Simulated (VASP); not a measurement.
Crystal: Ni.

```xyz
2
Lattice="2.4480 0.0000 0.0000 -1.2240 2.1200 0.0000 0.0000 0.0000 4.0728" Properties=species:S:1:pos:R:3 pbc="T T T"
Ni    0.0000    1.4134    1.0182
Ni    1.2240    0.7067    3.0546
```

This isn't the form of Ni at room conditions, which is fcc.

Base run:

| Quantity | Value |
| --- | --- |
| Program | VASP 6.6.1 |
| Functional | r2SCAN |
| Potentials or basis | VASP PAW PBE potentials, release 64 (Ni) |
| Cutoff | 520 eV |
| k mesh | 15 × 15 × 8 |
| Occupations | fermi-dirac, width 0.1 eV |
| Spin | collinear spin, ferromagnetic start |
| Starting moments | [1.5, 1.5] μB |

Its results: pressure -0.3 GPa; net moment 1.36 μB per cell; site moments Ni +0.70 μB.

Problem. The run is repeated on the same cell with these changes: functional from r2SCAN to LDA; potentials or basis from VASP PAW PBE potentials, release 64 (Ni) to VASP PAW LDA potentials, release 64 (Ni). What comes out?

Solution. Pressure -10.6 GPa; net moment 1.18 μB per cell; site moments Ni +0.59 μB.

Caveats: the PAW data sets were made with another functional, which shifts forces and pressure a little (at least some runs); the cell stands under tension (at least some runs).
